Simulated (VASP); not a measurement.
# Co (P6/mmm) in VASP: notebook, part 2 of 2

VASP 6.6.1. Earlier steps stand in the parts before.

**3. Single point, r2SCAN (volume scaled by 0.92)**

Contents of POSCAR:

```
Co
1.0
    3.7532064295      0.0000000000      0.0000000000
   -1.8766032148      3.2503721136      0.0000000000
    0.0000000000      0.0000000000      2.3012625213
Co
3
Direct
    0.0000000000      0.0000000000      0.0000000000
    0.3333333333      0.6666666667      0.5000000000
    0.6666666667      0.3333333333      0.5000000000
```

Contents of INCAR.step1:

```
PREC = Accurate ; ENCUT = 520
ISMEAR = -1 ; SIGMA = 0.1
LREAL = False ; LASPH = True
NELM = 100 ; NBANDS = 20
GGA = PE ; ALGO = Normal
EDIFF = 1E-4 ; LWAVE = True
LCHARG = False
```

Contents of INCAR.step2:

```
PREC = Accurate ; ENCUT = 520
EDIFF = 1E-6 ; ISMEAR = -1
SIGMA = 0.1 ; LREAL = False
LASPH = True ; NELM = 100
ALGO = Normal ; ISIF = 2
LWAVE = False ; LCHARG = False
METAGGA = R2SCAN ; LMIXTAU = True
NBANDS = 20 ; ISTART = 1
```

Contents of KPOINTS:

```
regular mesh
0
Gamma
  11 11 15
```

Potentials or basis: VASP PAW PBE potentials, release 64 (Co).

Launch:

```
$ cat potpaw_PBE.64/Co/POTCAR > POTCAR
$ cp INCAR.step1 INCAR
$ mpirun -np 1 vasp_std > vasp.out
$ cp INCAR.step2 INCAR
$ mpirun -np 1 vasp_std > vasp.out
```

OUTCAR:

```text
PREC = Accurate
   ENCUT = 520
   EDIFF = 1E-6
   ISMEAR = -1
   LREAL = False
   LASPH = True
   NELM = 100
   ISIF = 2
   METAGGA = R2SCAN
   ISTART = 1

 ion  position               nearest neighbor table
   1  0.000  0.000  0.000-   2 2.45   3 2.45   2 2.45   3 2.45   3 2.45   3 2.45   2 2.45   2 2.45
                             3 2.45   3 2.45   2 2.45   2 2.45
   2  0.333  0.667  0.500-   3 2.17   3 2.17   3 2.17   1 2.45   1 2.45   1 2.45   1 2.45   1 2.45
                             1 2.45
   3  0.667  0.333  0.500-   2 2.17   2 2.17   2 2.17   1 2.45   1 2.45   1 2.45   1 2.45   1 2.45
                             1 2.45

  LATTYP: Found a hexagonal cell.
 ALAT       =     3.7532064295
 C/A-ratio  =     0.6131457367

  Lattice vectors:

 A1 = (   3.7532064295,   0.0000000000,   0.0000000000)
 A2 = (  -1.8766032148,   3.2503721136,   0.0000000000)
 A3 = (   0.0000000000,   0.0000000000,   2.3012625213)

Analysis of symmetry for initial positions (statically):
=====================================================================
 Subroutine PRICEL returns:
 Original cell was already a primitive cell.

 Routine SETGRP: Setting up the symmetry group for a
 hexagonal supercell.

[... 168 lines left out ...]
 E-fermi :  12.3553     XC(G=0): -15.6303

 val. band max:       12.3491332709   @ k =   0.3636   0.0909   0.0667
 cond. band min:      12.3575968994   @ k =   0.4545   0.0909   0.1333
 fundamental gap:      0.0084636285
 Fermi energy:        12.3552979420

 k-point     1 :       0.0000    0.0000    0.0000
  band No.  band energies     occupation
      1       2.1098      2.00000
      2       7.2678      2.00000
      3       8.8242      2.00000
      4       8.8242      2.00000
      5       8.8442      2.00000
      6       8.8442      2.00000
[... 541 lines left out ...]
     19      22.2646      0.00000
     20      24.0195      0.00000

 [... further k-points ...]

------------------------ aborting loop because EDIFF is reached ----------------------------------------

  FORCE on cell =-STRESS in cart. coord.  units (eV):
  Direction    XX          YY          ZZ          XY          YZ          ZX
  --------------------------------------------------------------------------------------
  -------------------------------------------------------------------------------------
  Total        4.9052588      4.9052588      4.6381946     -0.0000000      0.0000000      0.0000000
  in kB      279.9437717    279.9437717    264.7023807     -0.0000000      0.0000000      0.0000000
  external PRESSURE =     274.8633080 kB  Pullay stress =       0.0000000 kB

 VOLUME and BASIS-vectors are now :
 -----------------------------------------------------------------------------
  energy-cutoff  :      520.00
  volume of cell :       28.07
      direct lattice vectors                 reciprocal lattice vectors
     3.753206430  0.000000000  0.000000000     0.266438849  0.153828541  0.000000000
    -1.876603215  3.250372114  0.000000000     0.000000000  0.307657082  0.000000000
     0.000000000  0.000000000  2.301262521     0.000000000  0.000000000  0.434544078

 POSITION                                       TOTAL-FORCE (eV/Angst)
 -----------------------------------------------------------------------------------
      0.00000      0.00000      0.00000         0.000000      0.000000      0.000000
     -0.00000      2.16691      1.15063        -0.000000      0.000000      0.000000
      1.87660      1.08346      1.15063         0.000000     -0.000000      0.000000
 -----------------------------------------------------------------------------------
    total drift:                               -0.000000      0.000000     -0.000000

  FREE ENERGIE OF THE ION-ELECTRON SYSTEM (eV)
  ---------------------------------------------------
  free  energy   TOTEN  =       -37.6043460794 eV

  energy  without entropy=      -37.3538254207  energy(sigma->0) =      -37.47908575
```

OSZICAR.step1:

```text
N       E                     dE             d eps       ncg     rms          rms(c)
DAV:   1     0.160279241722E+03    0.16028E+03   -0.11828E+04  5320   0.182E+03
DAV:   2    -0.164269902190E+02   -0.17671E+03   -0.16815E+03  5120   0.322E+02
DAV:   3    -0.231132775648E+02   -0.66863E+01   -0.64256E+01  5452   0.906E+01
DAV:   4    -0.232186815653E+02   -0.10540E+00   -0.10534E+00  7220   0.967E+00
DAV:   5    -0.232204909493E+02   -0.18094E-02   -0.18093E-02  6204   0.118E+00    0.205E+01
DAV:   6    -0.220698961047E+02    0.11506E+01   -0.33166E+01  5584   0.903E+01    0.186E+01
DAV:   7    -0.271483300737E+02   -0.50784E+01   -0.52811E+01  5800   0.149E+02    0.332E+01
DAV:   8    -0.198280043779E+02    0.73203E+01   -0.24514E+01  6024   0.659E+01    0.265E+00
DAV:   9    -0.198273662536E+02    0.63812E-03   -0.51951E-01  5312   0.860E+00    0.139E+00
DAV:  10    -0.198096616258E+02    0.17705E-01   -0.28187E-02  6944   0.223E+00    0.417E-01
DAV:  11    -0.198089500620E+02    0.71156E-03   -0.43935E-03  5620   0.862E-01    0.207E-01
DAV:  12    -0.198090383974E+02   -0.88335E-04   -0.75404E-04  5116   0.464E-01
   1 F= -.19809038E+02 E0= -.19679830E+02  d E =-.258417E+00
```

Wall time 3.3 min (1 thread of Intel Xeon Platinum 8488C (Sapphire Rapids), shared host); peak memory 0.18 GiB.

Results:

```yaml
Free_energy: -37.6043 eV
Pressure: 27.5 GPa
```

Levels at points of the mesh, in eV from the Fermi level:
| k point | band 12 | band 13 | band 14 | band 15 | band 16 | band 17 |
| --- | --- | --- | --- | --- | --- | --- |
| (0.00, 0.00, 0.00) | -1.20 | -1.14 | -1.14 | 0.54 | 0.54 | 7.97 |

Caveat: the PAW data sets were made with another functional, which shifts forces and pressure a little; the run has no spin polarisation, though such a crystal can be magnetic.
